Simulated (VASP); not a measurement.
# SnO (P1) in VASP: further runs

Runs on SnO. Level: PBEsol. Tasks: single point.

Program: VASP 6.6.1. These are calculated values, not measurements. Logs are shortened: lines on timing, memory, paths and dates and some standing lists are left out, and cuts for length are marked.

## (1) The cell of the first run

The typed cell holds 4 atoms: a = 3.355 Å, b = 5.674 Å, c = 4.222 Å, α = 90.00°, β = 90.00°, γ = 90.00°.

## (2) Single point, PBEsol (all Sn atoms moved -0.100 Å, as atom 1 along Cartesian [1 1 0])

The input, INCAR:

```
SYSTEM = SnO
PREC = Accurate ; ENCUT = 520
EDIFF = 1E-6 ; ISMEAR = 0
SIGMA = 0.05 ; LREAL = .FALSE.
LASPH = .TRUE. ; NELM = 80
ALGO = Normal ; ISIF = 2
LWAVE = .FALSE. ; LCHARG = .TRUE.
GGA = PS ; LELF = .TRUE.
LVHAR = .TRUE. ; NBANDS = 28
```

The input, KPOINTS:

```
Automatic mesh
0
G
  8 6 6
  0 0 0
```

The input, POSCAR:

```
SnO
1.0
    3.3550050000      0.0000000000      0.0000000000
    0.0000000000      5.6741040000      0.0000000000
    0.0000000000      0.0000000000      4.2219700000
Sn O
2 2
Direct
   -0.0210761767      0.2194470010      0.5131440000
    0.4789238233      0.7556290010      0.0131440000
    0.0000000000      0.8912500000      0.7368570000
    0.5000000000      0.1087500000      0.2368570000
```

Potentials or basis: VASP PAW PBE potentials, release 64 (Sn_d, O).

On the command line:

```sh
$ cat potpaw_PBE.64/Sn_d/POTCAR potpaw_PBE.64/O/POTCAR > POTCAR
$ mpirun -np 1 vasp_std > vasp.out
```

OUTCAR:

```text
SYSTEM = SnO
   PREC = Accurate
   ENCUT = 520
   EDIFF = 1E-6
   ISMEAR = 0
   LREAL = .FALSE.
   LASPH = .TRUE.
   NELM = 80
   ISIF = 2
   GGA = PS

 ion  position               nearest neighbor table
   1  0.979  0.219  0.513-   4 2.08   3 2.09   4 2.19
   2  0.479  0.756  0.013-   3 2.13   4 2.22   3 2.24
   3  0.000  0.891  0.737-   1 2.09   2 2.13   2 2.24
   4  0.500  0.109  0.237-   1 2.08   1 2.19   2 2.22

  LATTYP: Found a simple orthorhombic cell.
 ALAT       =     3.3550050000
 B/A-ratio  =     1.2584094510
 C/A-ratio  =     1.6912356315

  Lattice vectors:

 A1 = (  -3.3550050000,   0.0000000000,   0.0000000000)
 A2 = (   0.0000000000,   0.0000000000,   4.2219700000)
 A3 = (   0.0000000000,   5.6741040000,   0.0000000000)

Analysis of symmetry for initial positions (statically):
=====================================================================
 Subroutine PRICEL returns:
 Original cell was already a primitive cell.

 Routine SETGRP: Setting up the symmetry group for a
 simple orthorhombic supercell.

 Subroutine GETGRP returns: Found  1 space group operations
 (whereof  1 operations were pure point group operations)
 out of a pool of  8 trial point group operations.

The static configuration has the point symmetry C_1 .

Analysis of symmetry for dynamics (positions and initial velocities):
=====================================================================
 Subroutine PRICEL returns:
 Original cell was already a primitive cell.

 Routine SETGRP: Setting up the symmetry group for a
 simple orthorhombic supercell.

 Subroutine GETGRP returns: Found  1 space group operations
 (whereof  1 operations were pure point group operations)
 out of a pool of  8 trial point group operations.

The dynamic configuration has the point symmetry C_1 .

 Subroutine INISYM returns: Found  1 space group operations
 (whereof  1 operations are pure point group operations),
 and found     1 'primitive' translations

----------------------------------------------------------------------------------------

                                     Primitive cell

  volume of cell :      80.3722

  direct lattice vectors                    reciprocal lattice vectors
     3.355005000  0.000000000  0.000000000     0.298062149  0.000000000  0.000000000
     0.000000000  5.674104000  0.000000000     0.000000000  0.176239279  0.000000000
     0.000000000  0.000000000  4.221970000     0.000000000  0.000000000  0.236856254

  length of vectors
     3.355005000  5.674104000  4.221970000     0.298062149  0.176239279  0.236856254

  position of ions in fractional coordinates (direct lattice)
     0.978923823  0.219447001  0.513144000
     0.478923823  0.755629001  0.013144000
     0.000000000  0.891250000  0.736857000
     0.500000000  0.108750000  0.236857000

  ion indices of the primitive-cell ions
   primitive index   ion index
                 1           1
                 2           2
                 3           3
                 4           4

----------------------------------------------------------------------------------------

 KPOINTS: Automatic mesh

Automatic generation of k-mesh.
 Grid dimensions read from file:
 generate k-points for:    8    6    6

 Generating k-lattice:

  Cartesian coordinates                     Fractional coordinates (reciprocal lattice)
     0.037257769  0.000000000  0.000000000     0.125000000  0.000000000  0.000000000
     0.000000000  0.029373213  0.000000000     0.000000000  0.166666667  0.000000000
     0.000000000  0.000000000  0.039476042     0.000000000  0.000000000  0.166666667

  Length of vectors
     0.037257769  0.029373213  0.039476042

  Shift w.r.t. Gamma in fractional coordinates (k-lattice)
     0.000000000  0.000000000  0.000000000

 Subroutine IBZKPT returns following result:
 ===========================================

 Found    148 irreducible k-points:

 Following reciprocal coordinates:
            Coordinates               Weight
  0.000000  0.000000  0.000000      1.000000
  0.125000  0.000000  0.000000      2.000000
  0.250000  0.000000  0.000000      2.000000
  0.375000  0.000000  0.000000      2.000000
  0.500000  0.000000  0.000000      1.000000
  0.000000  0.166667  0.000000      2.000000
[... 16 lines left out ...]
  0.125000  0.500000  0.000000      2.000000
  0.250000  0.500000  0.000000      2.000000
 [... further k-points ...]
   k-points           NKPTS =    148   k-points in BZ     NKDIM =    148   number of bands    NBANDS=     28
   number of dos      NEDOS =    301   number of ions     NIONS =      4
   total plane-waves  NPLWV =  37632
   dimension x,y,z NGX =    28 NGY =   42 NGZ =   32
   dimension x,y,z NGXF=    56 NGYF=   84 NGZF=   64
   ions per type =               2   2
   NGX,Y,Z   is equivalent  to a cutoff of  13.87, 12.31, 12.60 a.u.
   NGXF,Y,Z  is equivalent  to a cutoff of  27.75, 24.61, 25.20 a.u.
 SYSTEM =  SnO
   PREC   = accura    normal or accurate (medium, high low for compatibility)
   ISTART =      0    job   : 0-new  1-cont  2-samecut
   ICHARG =      2    charge: 1-file 2-atom 10-const
   ISPIN  =      1    spin polarized calculation?
   LNONCOLLINEAR =      F non collinear calculations
   LSORBIT =      F    spin-orbit coupling
   LASPH  =      T    aspherical Exc in radial PAW
   ENCUT  =  520.0 eV  38.22 Ry    6.18 a.u.   6.24 10.55  7.85*2*pi/ulx,y,z
   NELM   =     80;   NELMIN=  2; NELMDL= -5     # of ELM steps
   EDIFF  = 0.1E-05   stopping-criterion for ELM
   LREAL  =      F    real-space projection
   EDIFFG = 0.1E-04   stopping-criterion for IOM
   NSW    =      0    number of steps for IOM
   IBRION =     -1    ionic relax: 0-MD 1-quasi-New 2-CG
   NFREE  =      0    steps in history (QN), initial steepest desc. (CG)
   ISIF   =      2    stress and relaxation
   ISYM   =      2    0-nonsym 1-usesym 2-fastsym
   POTIM  = 0.5000    time-step for ionic-motion
   TEBEG  =    0.0;   TEEND  =   0.0 temperature during run
   PSTRESS=    0.0 pullay stress
   NELECT =      40.0000    total number of electrons
   NUPDOWN=      -1.0000    fix difference up-down
   EMIN   =  10.00;   EMAX   =-10.00  energy-range for DOS
   EFERMI =   0.00;   METHOD = LEGACY
   ISMEAR =     0;   SIGMA  =   0.05  broadening in eV -4-tet -1-fermi 0-gaus
   EFERMI_NEDOS =   21; number of points for ismear=-14 and -15
   IALGO  =     38    algorithm
   IMIX   =      4    mixing-type and parameters
     AMIX     =   0.40;   BMIX     =  1.00
     AMIX_MAG =   1.60;   BMIX_MAG =  1.00
  volume/ion in A,a.u.               =      20.09       135.59
  Fermi-wavevector in a.u.,A,eV,Ry     =   1.297357  2.451650 22.900458  1.683136
  Thomas-Fermi vector in A             =   2.428755
   LORBIT       =      0    0 simple, 1 ext, 2 COOP (PROOUT), +10 PAW based schemes
   GGA     = PS    functional components
   LHFCALC =     F    Hartree Fock is set to
   AEXX    =    0.0000 exact exchange contribution
   IVDW    =     0    specifies the selected vdW correction
   LEPSILON=     F    determine dielectric tensor
   LRPA    =     F    only Hartree local field effects (RPA)
 non-spin polarized calculation
 Gauss-broadening in eV      SIGMA  =   0.05
  energy-cutoff  :      520.00
  volume of cell :       80.37
 maximum number of plane-waves:      2178
 NGX is ok and might be reduce to    28
   NGX = 13   NGY = 21   NGZ = 15

 number of electron      39.9999991 magnetization

 Free energy of the ion-electron system (eV)
  ---------------------------------------------------
  ext. energy  EPLUGINS =         0.00000000
  ---------------------------------------------------
  free energy    TOTEN  =       -23.72637493 eV

  energy without entropy =      -23.72637493  energy(sigma->0) =      -23.72637493

 E-fermi :   4.9740     XC(G=0):  -9.7645

 val. band max:        4.7159407509   @ k =   0.0000   0.0000   0.0000
 cond. band min:       6.0158091265   @ k =   0.3750   0.5000   0.0000
 fundamental gap:      1.2998683757
 Fermi energy:         4.9740067280

 k-point     1 :       0.0000    0.0000    0.0000
  band No.  band energies     occupation
      1     -16.4479      2.00000
      2     -16.1556      2.00000
      3     -16.1036      2.00000
      4     -16.0269      2.00000
      5     -16.0138      2.00000
      6     -15.9973      2.00000
[... 20 lines left out ...]
     27      13.4230      0.00000
     28      13.8913      0.00000

 k-point     2 :       0.1250    0.0000    0.0000
  band No.  band energies     occupation
      1     -16.4414      2.00000
      2     -16.1449      2.00000
      3     -16.1263      2.00000
      4     -16.0321      2.00000
      5     -16.0108      2.00000
      6     -15.9962      2.00000
[... 20 lines left out ...]
     27      13.3820      0.00000
     28      14.0741      0.00000

 k-point     3 :       0.2500    0.0000    0.0000
  band No.  band energies     occupation
      1     -16.4382      2.00000
      2     -16.2095      2.00000
      3     -16.1056      2.00000
      4     -16.0549      2.00000
      5     -16.0015      2.00000
      6     -15.9950      2.00000
[... 20 lines left out ...]
     27      12.9647      0.00000
     28      14.2300      0.00000

 k-point     4 :       0.3750    0.0000    0.0000
  band No.  band energies     occupation
      1     -16.4507      2.00000
      2     -16.2937      2.00000
      3     -16.0879      2.00000
      4     -16.0664      2.00000
      5     -16.0143      2.00000
      6     -15.9731      2.00000
[... 578 lines left out ...]
     27      14.2333      0.00000
     28      14.7756      0.00000

 k-point    23 :       0.1250    0.5000    0.0000
  band No.  band energies     occupation
      1     -16.4362      2.00000
      2     -16.1439      2.00000
      3     -16.1263      2.00000
      4     -16.0324      2.00000
      5     -16.0110      2.00000
      6     -15.9962      2.00000
[... 20 lines left out ...]
     27      13.4256      0.00000
     28      14.9010      0.00000

 k-point    24 :       0.2500    0.5000    0.0000
  band No.  band energies     occupation
      1     -16.4382      2.00000
      2     -16.2101      2.00000
      3     -16.1054      2.00000
      4     -16.0565      2.00000
      5     -15.9981      2.00000
      6     -15.9948      2.00000
[... 20 lines left out ...]
     27      13.5808      0.00000
     28      14.7643      0.00000

 [... further k-points ...]

------------------------ aborting loop because EDIFF is reached ----------------------------------------

  FORCE on cell =-STRESS in cart. coord.  units (eV):
  Direction    XX          YY          ZZ          XY          YZ          ZX
  --------------------------------------------------------------------------------------
  -------------------------------------------------------------------------------------
  Total       -1.5268798     -1.1191518     -1.0780268      0.0197228     -0.2381790      0.7024412
  in kB      -30.4375588    -22.3097127    -21.4899067      0.3931630     -4.7479754     14.0028030
  external PRESSURE =     -24.7457261 kB  Pullay stress =       0.0000000 kB

 VOLUME and BASIS-vectors are now :
 -----------------------------------------------------------------------------
  energy-cutoff  :      520.00
  volume of cell :       80.37
      direct lattice vectors                 reciprocal lattice vectors
     3.355005000  0.000000000  0.000000000     0.298062149  0.000000000  0.000000000
     0.000000000  5.674104000  0.000000000     0.000000000  0.176239279  0.000000000
     0.000000000  0.000000000  4.221970000     0.000000000  0.000000000  0.236856254

 POSITION                                       TOTAL-FORCE (eV/Angst)
 -----------------------------------------------------------------------------------
      3.28429      1.24517      2.16648         0.445610      0.388409      0.008200
      1.60679      4.28752      0.05549         0.313451      0.826048     -0.141875
      0.00000      5.05705      3.11099        -0.302369     -0.514419      0.333389
      1.67750      0.61706      1.00000        -0.456692     -0.700038     -0.199715
 -----------------------------------------------------------------------------------
    total drift:                                0.000263     -0.000272     -0.000051

  FREE ENERGIE OF THE ION-ELECTRON SYSTEM (eV)
  ---------------------------------------------------
  free  energy   TOTEN  =       -23.7263749304 eV

  energy  without entropy=      -23.7263749304  energy(sigma->0) =      -23.72637493
```

Wall time 4.3 min (1 thread of Oxide Virtual Turin-like, shared host); peak memory 0.35 GiB.

What came out:

- Free energy: -23.7264 eV
- Pressure: -2.5 GPa
- Largest force: 0.895 eV/Å
- Band gap on the k mesh: 1.30 eV, indirect (least direct gap 1.89 eV)

Forces in eV/Å, atoms in the order of the input:
```
Sn   0.446  0.388  0.008
Sn   0.313  0.826 -0.142
O   -0.302 -0.514  0.333
O   -0.457 -0.700 -0.200
```

Stress tensor (GPa, compression positive):
```
-3.04  0.04  1.40
 0.04 -2.23 -0.47
 1.40 -0.47 -2.15
```

Levels at points of the mesh, in eV from the valence-band top:
| k point | band 16 | band 17 | band 18 | band 19 | band 20 | band 21 | band 22 | band 23 | band 24 | band 25 |
| --- | --- | --- | --- | --- | --- | --- | --- | --- | --- | --- |
| (0.00, 0.00, 0.00) | -3.83 | -3.51 | -2.65 | -2.06 | 0.00 | 2.56 | 3.11 | 5.69 | 5.93 | 7.75 |
| (0.50, 0.00, 0.00) | -4.35 | -2.64 | -2.55 | -1.47 | -1.07 | 2.31 | 2.73 | 5.18 | 5.77 | 6.38 |
| (0.00, 0.50, 0.00) | -4.03 | -3.78 | -2.66 | -1.62 | -1.37 | 3.21 | 3.87 | 4.73 | 5.01 | 6.85 |
| (0.50, 0.50, 0.00) | -4.24 | -2.71 | -2.63 | -1.10 | -0.74 | 1.66 | 1.99 | 5.97 | 6.43 | 6.85 |
| (0.00, 0.00, 0.50) | -3.44 | -3.24 | -3.16 | -1.83 | -1.51 | 2.52 | 2.68 | 4.95 | 5.36 | 7.68 |
| (0.50, 0.00, 0.50) | -3.91 | -3.25 | -3.09 | -1.29 | -0.88 | 1.91 | 2.12 | 4.38 | 4.77 | 6.62 |
| (0.00, 0.50, 0.50) | -3.17 | -3.00 | -2.86 | -1.75 | -1.28 | 1.75 | 1.96 | 5.62 | 6.19 | 7.59 |
| (0.50, 0.50, 0.50) | -4.06 | -3.53 | -3.36 | -0.60 | -0.27 | 2.18 | 2.48 | 3.98 | 4.27 | 5.90 |

Caveat: the cell differs from its parent crystal (all Sn atoms moved -0.100 Å, as atom 1 along Cartesian [1 1 0]); the PAW data sets were made with another functional, which shifts forces and pressure a little; spin-orbit coupling is left out, which moves the levels of the heavy elements.

## (3) Single point, PBEsol (all Sn atoms moved -0.050 Å, as atom 1 along Cartesian [1 1 0])

The input, INCAR:

```
SYSTEM = SnO
PREC     = Accurate       ! precision mode
ENCUT    = 520            ! plane-wave cutoff, eV
EDIFF    = 1E-6           ! SCF threshold, eV
ISMEAR   = 0              ! smearing method
SIGMA    = 0.05           ! smearing width, eV
LREAL    = .False.        ! projectors in reciprocal space
LASPH    = .True.         ! aspherical terms in the spheres
NELM     = 80             ! most SCF steps
ALGO     = Normal         ! electronic algorithm
ISIF     = 2              ! what is computed and relaxed
LWAVE    = .False.        ! write WAVECAR
LCHARG   = .True.         ! write CHGCAR
GGA      = PS             ! functional
LELF     = .True.         ! ELF
LVHAR    = .True.       
NBANDS   = 28             ! bands
```

The input, KPOINTS:

```
regular mesh
0
Gamma
  8 6 6
  0 0 0
```

POSCAR, as its differences from that of step 2:

```diff
@@ -8,4 +8,4 @@
 Direct
-   -0.0210761767      0.2194470010      0.5131440000
-    0.4789238233      0.7556290010      0.0131440000
+   -0.0105380883      0.2256780005      0.5131440000
+    0.4894619117      0.7618600005      0.0131440000
     0.0000000000      0.8912500000      0.7368570000
```

Potentials or basis: VASP PAW PBE potentials, release 64 (Sn_d, O).

On the command line:

```sh
$ cat potpaw_PBE.64/Sn_d/POTCAR potpaw_PBE.64/O/POTCAR > POTCAR
$ mpirun -np 1 vasp_std > vasp.out
```

It took 4.2 min on 1 thread of Oxide Virtual Turin-like, shared host; peak memory 0.35 GiB.

It converged, with:

* Free energy: -23.7786 eV
* Pressure: -2.8 GPa
* Largest force: 0.645 eV/Å
* Band gap on the k mesh: 1.32 eV, indirect (least direct gap 1.95 eV)

Forces in eV/Å, atoms in the order of the input:
```
Sn   0.204 -0.003 -0.055
Sn   0.171  0.609 -0.126
O   -0.169 -0.188  0.220
O   -0.207 -0.418 -0.039
```

Stress tensor (GPa, compression positive):
```
-3.40  0.01  0.68
 0.01 -2.51 -0.23
 0.68 -0.23 -2.47
```

Levels at points of the mesh, in eV from the valence-band top:
| k point | band 18 | band 19 | band 20 | band 21 | band 22 | band 23 |
| --- | --- | --- | --- | --- | --- | --- |
| (0.00, 0.00, 0.00) | -2.64 | -2.05 | 0.00 | 2.59 | 3.10 | 5.77 |
| (0.50, 0.00, 0.00) | -2.56 | -1.36 | -1.16 | 2.42 | 2.64 | 5.33 |
| (0.00, 0.50, 0.00) | -2.66 | -1.60 | -1.37 | 3.26 | 3.86 | 4.78 |
| (0.50, 0.50, 0.00) | -2.63 | -1.00 | -0.82 | 1.75 | 1.92 | 6.10 |
| (0.00, 0.00, 0.50) | -3.18 | -1.74 | -1.58 | 2.57 | 2.65 | 5.06 |
| (0.50, 0.00, 0.50) | -3.12 | -1.18 | -0.98 | 1.99 | 2.10 | 4.46 |
| (0.00, 0.50, 0.50) | -2.89 | -1.63 | -1.39 | 1.81 | 1.92 | 5.77 |
| (0.50, 0.50, 0.50) | -3.39 | -0.51 | -0.35 | 2.29 | 2.44 | 4.03 |

Caveat: the cell differs from its parent crystal (all Sn atoms moved -0.050 Å, as atom 1 along Cartesian [1 1 0]); the PAW data sets were made with another functional, which shifts forces and pressure a little; spin-orbit coupling is left out, which moves the levels of the heavy elements. A k mesh can miss the band edges.
